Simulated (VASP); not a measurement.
Input of a VASP 6.6.1 run:

INCAR

```
ALGO = Normal
EDIFF = 1E-7
ENCUT = 520
GGA = CA
ISIF = 2
ISMEAR = -1
LASPH = True
LCHARG = False
LREAL = False
LWAVE = False
NBANDS = 36
NELM = 60
PREC = Accurate
SIGMA = 0.03
```

KPOINTS

```
k-points
0
Gamma
  10 10 10
```

File POSCAR:

```
TiRh3
1.0
    3.8969602073      0.0000000000      0.0000000000
    0.0000000000      3.8969602073      0.0000000000
    0.0000000000      0.0000000000      3.8969602073
Ti Rh
1 3
Direct
    0.0000000000      0.0000000000      0.0000000000
    0.0000000000      0.5000000000      0.5000000000
    0.5000000000      0.0000000000      0.5000000000
    0.5000000000      0.5000000000      0.0000000000
```

Potentials or basis: VASP PAW LDA potentials, release 64 (Ti_sv, Rh_pv).

The run is started by

```bash
$ cat potpaw_LDA.64/Ti_sv/POTCAR potpaw_LDA.64/Rh_pv/POTCAR > POTCAR
$ mpirun -np 1 vasp_std > vasp.out
```

Task: Predict the pressure.

Result: -21.2 GPa.

Task: Estimate the band gap on the k mesh.

Result: Zero (an odd number of electrons rules out a gap without spin polarisation).

Caveat: the cell stands under tension.
